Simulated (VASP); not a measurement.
# Rb3Ag (Pm-3m) in VASP: single point with r2SCAN

Aim: the single point of Rb3Ag with r2SCAN.

Everything below comes from runs of VASP 6.6.1. Logs are shortened: lines on timing, memory, paths and dates and some standing lists are left out, and cuts for length are marked.

## 1. The cell of the first run

The structure is cubic, space group Pm-3m (No. 221). The conventional cell has a = 6.057 Å, b = 6.057 Å, c = 6.057 Å, α = 90.00°, β = 90.00°, γ = 90.00°. Within 5.6 Å of Rb (site symmetry 4/mmm) lie 8 Rb at 4.28 Å and 4 Ag at 4.28 Å. Ag (site symmetry m-3m) has 12 Rb at 4.28 Å within 5.6 Å.

## 2. Single point, r2SCAN

Contents of POSCAR:

```
Rb3Ag
1.0
    6.0572394902      0.0000000000      0.0000000000
    0.0000000000      6.0572394902      0.0000000000
    0.0000000000      0.0000000000      6.0572394902
Rb Ag
3 1
Direct
    0.0000000000      0.5000000000      0.5000000000
    0.5000000000      0.0000000000      0.5000000000
    0.5000000000      0.5000000000      0.0000000000
    0.0000000000      0.0000000000      0.0000000000
```

Contents of INCAR.step1:

```
ALGO = Normal
EDIFF = 1E-4
ENCUT = 520
GGA = PE
ISMEAR = 0
LASPH = T
LCHARG = F
LREAL = F
LWAVE = T
NBANDS = 27
NELM = 100
PREC = Accurate
SIGMA = 0.1
```

Contents of INCAR.step2:

```
ALGO = Normal
EDIFF = 1E-7
ENCUT = 520
ISIF = 2
ISMEAR = 0
ISTART = 1
LASPH = T
LCHARG = F
LMIXTAU = T
LREAL = F
LWAVE = F
METAGGA = R2SCAN
NBANDS = 27
NELM = 100
PREC = Accurate
SIGMA = 0.1
```

Contents of KPOINTS:

```
k-points
0
Gamma
  8 8 8
```

Potentials or basis: VASP PAW PBE potentials, release 64 (Rb_sv, Ag).

Command:

```
$ cat potpaw_PBE.64/Rb_sv/POTCAR potpaw_PBE.64/Ag/POTCAR > POTCAR
$ cp INCAR.step1 INCAR
$ mpirun -np 1 vasp_std > vasp.out
$ cp INCAR.step2 INCAR
$ mpirun -np 1 vasp_std > vasp.out
```

OUTCAR:

```text
EDIFF = 1E-7
   ENCUT = 520
   ISIF = 2
   ISMEAR = 0
   ISTART = 1
   LASPH = T
   LREAL = F
   METAGGA = R2SCAN
   NELM = 100
   PREC = Accurate

 ion  position               nearest neighbor table
   1  0.000  0.500  0.500-   2 4.28   3 4.28   4 4.28   3 4.28   4 4.28   2 4.28   4 4.28   4 4.28
                             2 4.28   3 4.28   3 4.28   2 4.28
   2  0.500  0.000  0.500-   1 4.28   3 4.28   4 4.28   3 4.28   4 4.28   1 4.28   3 4.28   3 4.28
                             1 4.28   4 4.28   4 4.28   1 4.28
   3  0.500  0.500  0.000-   1 4.28   2 4.28   4 4.28   1 4.28   2 4.28   2 4.28   4 4.28   2 4.28
                             1 4.28   4 4.28   1 4.28   4 4.28
   4  0.000  0.000  0.000-   1 4.28   2 4.28   3 4.28   1 4.28   2 4.28   1 4.28   3 4.28   1 4.28
                             2 4.28   3 4.28   2 4.28   3 4.28

  LATTYP: Found a simple cubic cell.
 ALAT       =     6.0572394902

  Lattice vectors:

 A1 = (   6.0572394902,   0.0000000000,   0.0000000000)
 A2 = (   0.0000000000,   6.0572394902,   0.0000000000)
 A3 = (   0.0000000000,   0.0000000000,   6.0572394902)

Analysis of symmetry for initial positions (statically):
=====================================================================
 Subroutine PRICEL returns:
 Original cell was already a primitive cell.

 Routine SETGRP: Setting up the symmetry group for a
 simple cubic supercell.

 Subroutine GETGRP returns: Found 48 space group operations
 (whereof 48 operations were pure point group operations)
 out of a pool of 48 trial point group operations.

The static configuration has the point symmetry O_h .

Analysis of symmetry for dynamics (positions and initial velocities):
=====================================================================
 Subroutine PRICEL returns:
 Original cell was already a primitive cell.

 Routine SETGRP: Setting up the symmetry group for a
 simple cubic supercell.

 Subroutine GETGRP returns: Found 48 space group operations
 (whereof 48 operations were pure point group operations)
 out of a pool of 48 trial point group operations.

The dynamic configuration has the point symmetry O_h .

 Subroutine INISYM returns: Found 48 space group operations
 (whereof 48 operations are pure point group operations),
 and found     1 'primitive' translations

----------------------------------------------------------------------------------------

                                     Primitive cell

  volume of cell :     222.2410

  direct lattice vectors                    reciprocal lattice vectors
     6.057239490  0.000000000  0.000000000     0.165091706  0.000000000  0.000000000
     0.000000000  6.057239490  0.000000000     0.000000000  0.165091706  0.000000000
     0.000000000  0.000000000  6.057239490     0.000000000  0.000000000  0.165091706

  length of vectors
     6.057239490  6.057239490  6.057239490     0.165091706  0.165091706  0.165091706

  position of ions in fractional coordinates (direct lattice)
     0.000000000  0.500000000  0.500000000
     0.500000000  0.000000000  0.500000000
     0.500000000  0.500000000  0.000000000
     0.000000000  0.000000000  0.000000000

  ion indices of the primitive-cell ions
   primitive index   ion index
                 1           1
                 2           2
                 3           3
                 4           4

----------------------------------------------------------------------------------------

 KPOINTS: k-points

Automatic generation of k-mesh.
 Grid dimensions read from file:
 generate k-points for:    8    8    8

 Generating k-lattice:

  Cartesian coordinates                     Fractional coordinates (reciprocal lattice)
     0.020636463  0.000000000  0.000000000     0.125000000  0.000000000  0.000000000
     0.000000000  0.020636463  0.000000000     0.000000000  0.125000000  0.000000000
     0.000000000  0.000000000  0.020636463     0.000000000  0.000000000  0.125000000

  Length of vectors
     0.020636463  0.020636463  0.020636463

  Shift w.r.t. Gamma in fractional coordinates (k-lattice)
     0.000000000  0.000000000  0.000000000

 Subroutine IBZKPT returns following result:
 ===========================================

 Found     35 irreducible k-points:

 Following reciprocal coordinates:
            Coordinates               Weight
  0.000000  0.000000  0.000000      1.000000
  0.125000  0.000000  0.000000      6.000000
  0.250000  0.000000  0.000000      6.000000
  0.375000  0.000000  0.000000      6.000000
  0.500000  0.000000  0.000000      3.000000
  0.125000  0.125000  0.000000     12.000000
[... 16 lines left out ...]
  0.375000  0.375000  0.125000     24.000000
  0.500000  0.375000  0.125000     24.000000
 [... further k-points ...]
   k-points           NKPTS =     35   k-points in BZ     NKDIM =     35   number of bands    NBANDS=     27
   number of dos      NEDOS =    301   number of ions     NIONS =      4
   total plane-waves  NPLWV = 110592
   dimension x,y,z NGX =    48 NGY =   48 NGZ =   48
   dimension x,y,z NGXF=    96 NGYF=   96 NGZF=   96
   ions per type =               3   1
   NGX,Y,Z   is equivalent  to a cutoff of  13.17, 13.17, 13.17 a.u.
   NGXF,Y,Z  is equivalent  to a cutoff of  26.35, 26.35, 26.35 a.u.
 SYSTEM =  unknown system
   PREC   = accura    normal or accurate (medium, high low for compatibility)
   ISTART =      1    job   : 0-new  1-cont  2-samecut
   ICHARG =      0    charge: 1-file 2-atom 10-const
   ISPIN  =      1    spin polarized calculation?
   LNONCOLLINEAR =      F non collinear calculations
   LSORBIT =      F    spin-orbit coupling
   LASPH  =      T    aspherical Exc in radial PAW
   ENCUT  =  520.0 eV  38.22 Ry    6.18 a.u.  11.26 11.26 11.26*2*pi/ulx,y,z
   NELM   =    100;   NELMIN=  2; NELMDL=  0     # of ELM steps
   EDIFF  = 0.1E-06   stopping-criterion for ELM
   LREAL  =      F    real-space projection
   EDIFFG = 0.1E-05   stopping-criterion for IOM
   NSW    =      0    number of steps for IOM
   IBRION =     -1    ionic relax: 0-MD 1-quasi-New 2-CG
   NFREE  =      0    steps in history (QN), initial steepest desc. (CG)
   ISIF   =      2    stress and relaxation
   ISYM   =      2    0-nonsym 1-usesym 2-fastsym
   POTIM  = 0.5000    time-step for ionic-motion
   TEBEG  =    0.0;   TEEND  =   0.0 temperature during run
   PSTRESS=    0.0 pullay stress
   NELECT =      38.0000    total number of electrons
   NUPDOWN=      -1.0000    fix difference up-down
   EMIN   =  10.00;   EMAX   =-10.00  energy-range for DOS
   EFERMI =   0.00;   METHOD = LEGACY
   ISMEAR =     0;   SIGMA  =   0.10  broadening in eV -4-tet -1-fermi 0-gaus
   EFERMI_NEDOS =   21; number of points for ismear=-14 and -15
   IALGO  =     38    algorithm
   IMIX   =      4    mixing-type and parameters
     AMIX     =   0.40;   BMIX     =  1.00
     AMIX_MAG =   1.60;   BMIX_MAG =  1.00
  volume/ion in A,a.u.               =      55.56       374.94
  Fermi-wavevector in a.u.,A,eV,Ry     =   0.908646  1.717092 11.233476  0.825637
  Thomas-Fermi vector in A             =   2.032597
   LORBIT       =      0    0 simple, 1 ext, 2 COOP (PROOUT), +10 PAW based schemes
   METAGGA = R2SCAN    functional components
   LHFCALC =     F    Hartree Fock is set to
   AEXX    =    0.0000 exact exchange contribution
   IVDW    =     0    specifies the selected vdW correction
   LEPSILON=     F    determine dielectric tensor
   LRPA    =     F    only Hartree local field effects (RPA)
 non-spin polarized calculation
 Gauss-broadening in eV      SIGMA  =   0.10
  energy-cutoff  :      520.00
  volume of cell :      222.24
 maximum number of plane-waves:      6031
 NGX is ok and might be reduce to    48
   NGX = 23   NGY = 23   NGZ = 23

 number of electron      37.9999996 magnetization

 Free energy of the ion-electron system (eV)
  ---------------------------------------------------
  ext. energy  EPLUGINS =         0.00000000
  ---------------------------------------------------
  free energy    TOTEN  =       -62.40279373 eV

  energy without entropy =      -62.39506483  energy(sigma->0) =      -62.39892928

 E-fermi :   1.2812     XC(G=0):  -6.9672

 val. band max:        1.2670937690   @ k =   0.3750   0.3750   0.0000
 cond. band min:       1.3036603728   @ k =   0.5000   0.3750   0.0000
 fundamental gap:      0.0365666038
 Fermi energy:         1.2811537569

 k-point     1 :       0.0000    0.0000    0.0000
  band No.  band energies     occupation
      1     -28.8019      2.00000
      2     -28.7663      2.00000
      3     -28.7663      2.00000
      4     -12.4916      2.00000
      5     -12.4916      2.00000
      6     -12.4916      2.00000
[... 19 lines left out ...]
     26       3.8537      0.00000
     27       3.8537      0.00000

 k-point     2 :       0.1250    0.0000    0.0000
  band No.  band energies     occupation
      1     -28.8007      2.00000
      2     -28.7675      2.00000
      3     -28.7663      2.00000
      4     -12.4854      2.00000
      5     -12.4854      2.00000
      6     -12.4824      2.00000
[... 19 lines left out ...]
     26       3.9380      0.00000
     27       3.9380      0.00000

 k-point     3 :       0.2500    0.0000    0.0000
  band No.  band energies     occupation
      1     -28.7973      2.00000
      2     -28.7708      2.00000
      3     -28.7662      2.00000
      4     -12.4690      2.00000
      5     -12.4690      2.00000
      6     -12.4558      2.00000
[... 19 lines left out ...]
     26       4.0985      0.00000
     27       4.2556      0.00000

 k-point     4 :       0.3750    0.0000    0.0000
  band No.  band energies     occupation
      1     -28.7928      2.00000
      2     -28.7753      2.00000
      3     -28.7662      2.00000
      4     -12.4490      2.00000
      5     -12.4490      2.00000
      6     -12.4140      2.00000
[... 19 lines left out ...]
     26       4.2339      0.00000
     27       4.2633      0.00000
[... 516 lines left out ...]
      4     -12.5006      2.00000
      5     -12.4186      2.00000
      6     -12.3806      2.00000
[... 19 lines left out ...]
     26       4.6219      0.00000
     27       4.7269      0.00000

 k-point    23 :       0.3750    0.3750    0.1250
  band No.  band energies     occupation
      1     -28.7849      2.00000
      2     -28.7763      2.00000
      3     -28.7729      2.00000
      4     -12.5158      2.00000
      5     -12.4326      2.00000
      6     -12.3774      2.00000
[... 19 lines left out ...]
     26       4.8136      0.00000
     27       4.8200      0.00000

 k-point    24 :       0.5000    0.3750    0.1250
  band No.  band energies     occupation
      1     -28.7822      2.00000
      2     -28.7780      2.00000
      3     -28.7738      2.00000
      4     -12.5183      2.00000
      5     -12.4437      2.00000
      6     -12.3736      2.00000
[... 19 lines left out ...]
     26       4.8702      0.00000
     27       4.8823      0.00000

 [... further k-points ...]
[... 5 lines left out ...]
  --------------------------------------------------------------------------------------
  -------------------------------------------------------------------------------------
  Total        0.0010381      0.0010381      0.0010381      0.0000000      0.0000000     -0.0000000
  in kB        0.0074840      0.0074840      0.0074840      0.0000000      0.0000000     -0.0000000
  external PRESSURE =       0.0074840 kB  Pullay stress =       0.0000000 kB

 VOLUME and BASIS-vectors are now :
 -----------------------------------------------------------------------------
  energy-cutoff  :      520.00
  volume of cell :      222.24
      direct lattice vectors                 reciprocal lattice vectors
     6.057239490  0.000000000  0.000000000     0.165091706  0.000000000  0.000000000
     0.000000000  6.057239490  0.000000000     0.000000000  0.165091706  0.000000000
     0.000000000  0.000000000  6.057239490     0.000000000  0.000000000  0.165091706

 POSITION                                       TOTAL-FORCE (eV/Angst)
 -----------------------------------------------------------------------------------
      0.00000      3.02862      3.02862         0.000000      0.000000      0.000000
      3.02862      0.00000      3.02862         0.000000      0.000000      0.000000
      3.02862      3.02862      0.00000         0.000000      0.000000      0.000000
      0.00000      0.00000      0.00000         0.000000      0.000000      0.000000
 -----------------------------------------------------------------------------------
    total drift:                                0.000000     -0.000000     -0.000000

  FREE ENERGIE OF THE ION-ELECTRON SYSTEM (eV)
  ---------------------------------------------------
  free  energy   TOTEN  =       -62.4027937264 eV

  energy  without entropy=      -62.3950648345  energy(sigma->0) =      -62.39892928
```

Wall time 10 min (1 thread of Intel Xeon Platinum 8259CL at 2.50GHz (Skylake/Cascade Lake), shared host); peak memory 0.49 GiB.

What came out:

```yaml
Free_energy: -62.4028 eV
Pressure: 0.0 GPa
Band_gap_on_the_k_mesh: zero (bands 19 and 20 overlap by 1.06 eV)
```

Levels at points of the mesh, in eV from the Fermi level:
```
           k point  band 17  band 18  band 19  band 20  band 21  band 22
(0.00, 0.00, 0.00)    -4.20    -3.15    -0.43     1.72     1.72     1.89
(0.50, 0.00, 0.00)    -4.19    -2.38    -1.19     0.87     1.50     1.50
(0.50, 0.50, 0.00)    -4.17    -1.99    -0.16    -0.16     0.25     1.46
(0.50, 0.50, 0.50)    -4.17    -2.00     0.89     0.89     0.89     0.97
```

Caveat: the PAW data sets were made with another functional, which shifts forces and pressure a little.
